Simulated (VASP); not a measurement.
# SrLi2SnS4 (P4/mmm) in VASP: single point with PBE

Aim: the single point of SrLi2SnS4 with PBE.

All numbers are computed with VASP 6.6.1; they aren't measurements. Logs are shortened: lines on timing, memory, paths and dates and some standing lists are left out, and cuts for length are marked.

### 1 The cell of the first run

The structure is tetragonal, space group P4/mmm (No. 123). Conventional cell: a = 4.769 Å, b = 4.769 Å, c = 7.656 Å, α = 90.00°, β = 90.00°, γ = 90.00°. Li (site symmetry 4mm) has 4 S at 2.38 Å within 3.2 Å. Within 4.1 Å of Sr (site symmetry 4/mmm) lie 8 S at 3.13 Å and 2 Sn at 3.83 Å and 8 Li at 3.95 Å. Sn (site symmetry 4/mmm) has 8 S at 2.99 Å and 8 Li at 3.81 Å and 2 Sr at 3.83 Å within 3.9 Å. S (site symmetry 2mm) has 2 Li at 2.38 Å and 2 Sn at 2.99 Å and 2 Sr at 3.13 Å within 3.2 Å.

### 2 Single point, PBE

Contents of INCAR:

```
PREC = Accurate
ENCUT = 520
EDIFF = 1E-7
ISMEAR = 0
SIGMA = 0.1
LREAL = False
LASPH = True
NELM = 80
ALGO = Normal
ISIF = 2
LWAVE = False
LCHARG = False
GGA = PE
NBANDS = 37
```

Contents of KPOINTS:

```
regular mesh
0
Gamma
  8 8 6
```

Contents of POSCAR:

```
SrLi2SnS4
1.0
    4.7693402424      0.0000000000      0.0000000000
    0.0000000000      4.7693402424      0.0000000000
    0.0000000000      0.0000000000      7.6561717889
Li Sr Sn S
2 1 1 4
Direct
    0.5000000000      0.5000000000      0.7314247474
    0.5000000000      0.5000000000      0.2685752526
    0.0000000000      0.0000000000      0.0000000000
    0.0000000000      0.0000000000      0.5000000000
    0.5000000000      0.0000000000      0.7355167282
    0.0000000000      0.5000000000      0.7355167282
    0.5000000000      0.0000000000      0.2644832718
    0.0000000000      0.5000000000      0.2644832718
```

Potentials or basis: VASP PAW PBE potentials, release 64 (Li_sv, Sr_sv, Sn_d, S).

The run is started by

```bash
> cat potpaw_PBE.64/Li_sv/POTCAR potpaw_PBE.64/Sr_sv/POTCAR potpaw_PBE.64/Sn_d/POTCAR potpaw_PBE.64/S/POTCAR > POTCAR
> mpirun -np 1 vasp_std > vasp.out
```

OUTCAR:

```text
PREC = Accurate
   ENCUT = 520
   EDIFF = 1E-7
   ISMEAR = 0
   LREAL = False
   LASPH = True
   NELM = 80
   ISIF = 2
   GGA = PE

 ion  position               nearest neighbor table
   1  0.500  0.500  0.731-   5 2.38   6 2.38   5 2.38   6 2.38
   2  0.500  0.500  0.269-   7 2.38   8 2.38   7 2.38   8 2.38
   3  0.000  0.000  0.000-   5 3.13   6 3.13   7 3.13   8 3.13   6 3.13   8 3.13   5 3.13   7 3.13
                             4 3.83   4 3.83
   4  0.000  0.000  0.500-   5 2.99   6 2.99   7 2.99   8 2.99   6 2.99   8 2.99   5 2.99   7 2.99
                             3 3.83   3 3.83
   5  0.500  0.000  0.736-   1 2.38   1 2.38   4 2.99   4 2.99   3 3.13   3 3.13
   6  0.000  0.500  0.736-   1 2.38   1 2.38   4 2.99   4 2.99   3 3.13   3 3.13
   7  0.500  0.000  0.264-   2 2.38   2 2.38   4 2.99   4 2.99   3 3.13   3 3.13
   8  0.000  0.500  0.264-   2 2.38   2 2.38   4 2.99   4 2.99   3 3.13   3 3.13

  LATTYP: Found a simple tetragonal cell.
 ALAT       =     4.7693402424
 C/A-ratio  =     1.6052894949

  Lattice vectors:

 A1 = (   4.7693402424,   0.0000000000,   0.0000000000)
 A2 = (   0.0000000000,   4.7693402424,   0.0000000000)
 A3 = (   0.0000000000,   0.0000000000,   7.6561717889)

Analysis of symmetry for initial positions (statically):
=====================================================================
 Subroutine PRICEL returns:
 Original cell was already a primitive cell.

 Routine SETGRP: Setting up the symmetry group for a
 simple tetragonal supercell.

 Subroutine GETGRP returns: Found 16 space group operations
 (whereof 16 operations were pure point group operations)
 out of a pool of 16 trial point group operations.

The static configuration has the point symmetry D_4h.

Analysis of symmetry for dynamics (positions and initial velocities):
=====================================================================
 Subroutine PRICEL returns:
 Original cell was already a primitive cell.

 Routine SETGRP: Setting up the symmetry group for a
 simple tetragonal supercell.

 Subroutine GETGRP returns: Found 16 space group operations
 (whereof 16 operations were pure point group operations)
 out of a pool of 16 trial point group operations.

The dynamic configuration has the point symmetry D_4h.

 Subroutine INISYM returns: Found 16 space group operations
 (whereof 16 operations are pure point group operations),
 and found     1 'primitive' translations

----------------------------------------------------------------------------------------

                                     Primitive cell

  volume of cell :     174.1519

  direct lattice vectors                    reciprocal lattice vectors
     4.769340242  0.000000000  0.000000000     0.209672607  0.000000000  0.000000000
     0.000000000  4.769340242  0.000000000     0.000000000  0.209672607  0.000000000
     0.000000000  0.000000000  7.656171789     0.000000000  0.000000000  0.130613579

  length of vectors
     4.769340242  4.769340242  7.656171789     0.209672607  0.209672607  0.130613579

  position of ions in fractional coordinates (direct lattice)
     0.500000000  0.500000000  0.731424747
     0.500000000  0.500000000  0.268575253
     0.000000000  0.000000000  0.000000000
     0.000000000  0.000000000  0.500000000
     0.500000000  0.000000000  0.735516728
     0.000000000  0.500000000  0.735516728
     0.500000000  0.000000000  0.264483272
     0.000000000  0.500000000  0.264483272

  ion indices of the primitive-cell ions
   primitive index   ion index
                 1           1
                 2           2
                 3           3
                 4           4
                 5           5
                 6           6
                 7           7
                 8           8

----------------------------------------------------------------------------------------

 KPOINTS: regular mesh

Automatic generation of k-mesh.
 Grid dimensions read from file:
 generate k-points for:    8    8    6

 Generating k-lattice:

  Cartesian coordinates                     Fractional coordinates (reciprocal lattice)
     0.026209076  0.000000000  0.000000000     0.125000000  0.000000000  0.000000000
     0.000000000  0.026209076  0.000000000     0.000000000  0.125000000  0.000000000
     0.000000000  0.000000000  0.021768930     0.000000000  0.000000000  0.166666667

  Length of vectors
     0.026209076  0.026209076  0.021768930

  Shift w.r.t. Gamma in fractional coordinates (k-lattice)
     0.000000000  0.000000000  0.000000000

 Subroutine IBZKPT returns following result:
 ===========================================

 Found     60 irreducible k-points:

 Following reciprocal coordinates:
            Coordinates               Weight
  0.000000  0.000000  0.000000      1.000000
  0.125000  0.000000  0.000000      4.000000
  0.250000  0.000000  0.000000      4.000000
  0.375000  0.000000  0.000000      4.000000
  0.500000  0.000000  0.000000      2.000000
  0.125000  0.125000  0.000000      4.000000
[... 16 lines left out ...]
  0.375000  0.125000  0.166667     16.000000
  0.500000  0.125000  0.166667      8.000000
 [... further k-points ...]
   k-points           NKPTS =     60   k-points in BZ     NKDIM =     60   number of bands    NBANDS=     37
   number of dos      NEDOS =    301   number of ions     NIONS =      8
   total plane-waves  NPLWV =  77760
   dimension x,y,z NGX =    36 NGY =   36 NGZ =   60
   dimension x,y,z NGXF=    72 NGYF=   72 NGZF=  120
   ions per type =               2   1   1   4
   NGX,Y,Z   is equivalent  to a cutoff of  12.55, 12.55, 13.03 a.u.
   NGXF,Y,Z  is equivalent  to a cutoff of  25.10, 25.10, 26.06 a.u.
 SYSTEM =  unknown system
   PREC   = accura    normal or accurate (medium, high low for compatibility)
   ISTART =      0    job   : 0-new  1-cont  2-samecut
   ICHARG =      2    charge: 1-file 2-atom 10-const
   ISPIN  =      1    spin polarized calculation?
   LNONCOLLINEAR =      F non collinear calculations
   LSORBIT =      F    spin-orbit coupling
   LASPH  =      T    aspherical Exc in radial PAW
   ENCUT  =  520.0 eV  38.22 Ry    6.18 a.u.   8.87  8.87 14.24*2*pi/ulx,y,z
   NELM   =     80;   NELMIN=  2; NELMDL= -5     # of ELM steps
   EDIFF  = 0.1E-06   stopping-criterion for ELM
   LREAL  =      F    real-space projection
   EDIFFG = 0.1E-05   stopping-criterion for IOM
   NSW    =      0    number of steps for IOM
   IBRION =     -1    ionic relax: 0-MD 1-quasi-New 2-CG
   NFREE  =      0    steps in history (QN), initial steepest desc. (CG)
   ISIF   =      2    stress and relaxation
   ISYM   =      2    0-nonsym 1-usesym 2-fastsym
   POTIM  = 0.5000    time-step for ionic-motion
   TEBEG  =    0.0;   TEEND  =   0.0 temperature during run
   PSTRESS=    0.0 pullay stress
   NELECT =      54.0000    total number of electrons
   NUPDOWN=      -1.0000    fix difference up-down
   EMIN   =  10.00;   EMAX   =-10.00  energy-range for DOS
   EFERMI =   0.00;   METHOD = LEGACY
   ISMEAR =     0;   SIGMA  =   0.10  broadening in eV -4-tet -1-fermi 0-gaus
   EFERMI_NEDOS =   21; number of points for ismear=-14 and -15
   IALGO  =     38    algorithm
   IMIX   =      4    mixing-type and parameters
     AMIX     =   0.40;   BMIX     =  1.00
     AMIX_MAG =   1.60;   BMIX_MAG =  1.00
  volume/ion in A,a.u.               =      21.77       146.90
  Fermi-wavevector in a.u.,A,eV,Ry     =   1.108060  2.093930 16.705195  1.227797
  Thomas-Fermi vector in A             =   2.244582
   LORBIT       =      0    0 simple, 1 ext, 2 COOP (PROOUT), +10 PAW based schemes
   GGA     = PE    functional components
   LHFCALC =     F    Hartree Fock is set to
   AEXX    =    0.0000 exact exchange contribution
   IVDW    =     0    specifies the selected vdW correction
   LEPSILON=     F    determine dielectric tensor
   LRPA    =     F    only Hartree local field effects (RPA)
 non-spin polarized calculation
 Gauss-broadening in eV      SIGMA  =   0.10
  energy-cutoff  :      520.00
  volume of cell :      174.15
 maximum number of plane-waves:      4716
 NGX is ok and might be reduce to    36
   NGX = 17   NGY = 17   NGZ = 29

 number of electron      53.9999994 magnetization

 Free energy of the ion-electron system (eV)
  ---------------------------------------------------
  ext. energy  EPLUGINS =         0.00000000
  ---------------------------------------------------
  free energy    TOTEN  =       -32.52524747 eV

  energy without entropy =      -32.49396337  energy(sigma->0) =      -32.50960542

 E-fermi :   3.2706     XC(G=0):  -9.0309

 val. band max:        3.2550103543   @ k =   0.3750   0.1250   0.0000
 cond. band min:       3.2824899025   @ k =   0.2500   0.1250   0.5000
 fundamental gap:      0.0274795481
 Fermi energy:         3.2705694484

 k-point     1 :       0.0000    0.0000    0.0000
  band No.  band energies     occupation
      1     -41.4702      2.00000
      2     -41.4697      2.00000
      3     -31.0621      2.00000
      4     -17.7948      2.00000
      5     -17.7924      2.00000
      6     -17.7902      2.00000
[... 29 lines left out ...]
     36       9.4773      0.00000
     37       9.5877      0.00000

 k-point     2 :       0.1250    0.0000    0.0000
  band No.  band energies     occupation
      1     -41.4702      2.00000
      2     -41.4697      2.00000
      3     -31.0619      2.00000
      4     -17.7947      2.00000
      5     -17.7917      2.00000
      6     -17.7904      2.00000
[... 29 lines left out ...]
     36       9.3488      0.00000
     37       9.5027      0.00000
[... 838 lines left out ...]
     36       9.6919      0.00000
     37       9.9582      0.00000

 k-point    24 :       0.5000    0.1250    0.1667
  band No.  band energies     occupation
      1     -41.4701      2.00000
      2     -41.4696      2.00000
      3     -31.0607      2.00000
      4     -17.7941      2.00000
      5     -17.7913      2.00000
      6     -17.7908      2.00000
[... 29 lines left out ...]
     36       9.6779      0.00000
     37       9.8693      0.00000

 [... further k-points ...]

------------------------ aborting loop because EDIFF is reached ----------------------------------------

  FORCE on cell =-STRESS in cart. coord.  units (eV):
  Direction    XX          YY          ZZ          XY          YZ          ZX
  --------------------------------------------------------------------------------------
  -------------------------------------------------------------------------------------
  Total       -0.0090781     -0.0090781      0.0595318      0.0000000      0.0000000      0.0000000
  in kB       -0.0835175     -0.0835175      0.5476857      0.0000000      0.0000000      0.0000000
  external PRESSURE =       0.1268835 kB  Pullay stress =       0.0000000 kB

 VOLUME and BASIS-vectors are now :
 -----------------------------------------------------------------------------
  energy-cutoff  :      520.00
  volume of cell :      174.15
      direct lattice vectors                 reciprocal lattice vectors
     4.769340242  0.000000000  0.000000000     0.209672607  0.000000000  0.000000000
     0.000000000  4.769340242  0.000000000     0.000000000  0.209672607  0.000000000
     0.000000000  0.000000000  7.656171789     0.000000000  0.000000000  0.130613579

 POSITION                                       TOTAL-FORCE (eV/Angst)
 -----------------------------------------------------------------------------------
      2.38467      2.38467      5.59991        -0.000000      0.000000      0.004933
      2.38467      2.38467      2.05626         0.000000      0.000000     -0.004933
      0.00000      0.00000      0.00000         0.000000      0.000000      0.000000
      0.00000      0.00000      3.82809         0.000000      0.000000      0.000000
      2.38467      0.00000      5.63124         0.000000      0.000000     -0.016716
      0.00000      2.38467      5.63124         0.000000      0.000000     -0.016716
      2.38467      0.00000      2.02493         0.000000     -0.000000      0.016716
      0.00000      2.38467      2.02493         0.000000     -0.000000      0.016716
 -----------------------------------------------------------------------------------
    total drift:                                0.000000     -0.000000      0.000000

  FREE ENERGIE OF THE ION-ELECTRON SYSTEM (eV)
  ---------------------------------------------------
  free  energy   TOTEN  =       -32.5252474731 eV

  energy  without entropy=      -32.4939633726  energy(sigma->0) =      -32.50960542
```

It took 5.9 min on 1 thread of Intel Xeon Platinum 8375C at 2.90GHz (Ice Lake), shared host; peak memory 0.52 GiB.

Results:

```
Free energy            : -32.5252 eV
Largest force          : 0.017 eV/Å
Band gap on the k mesh : zero (bands 27 and 28 overlap by 0.71 eV)
```

Forces on the atoms (eV/Å):
```
Li   0.000  0.000  0.005
Li   0.000  0.000 -0.005
Sr   0.000  0.000  0.000
Sn   0.000  0.000  0.000
S    0.000  0.000 -0.017
S    0.000  0.000 -0.017
S    0.000  0.000  0.017
S    0.000  0.000  0.017
```

Caveat: the cutoff is under 1.25 times the usual one of these potentials, so pressure, stress and relaxed cells hold a basis-set (Pulay) error; spin-orbit coupling is left out, which moves the levels of the heavy elements.
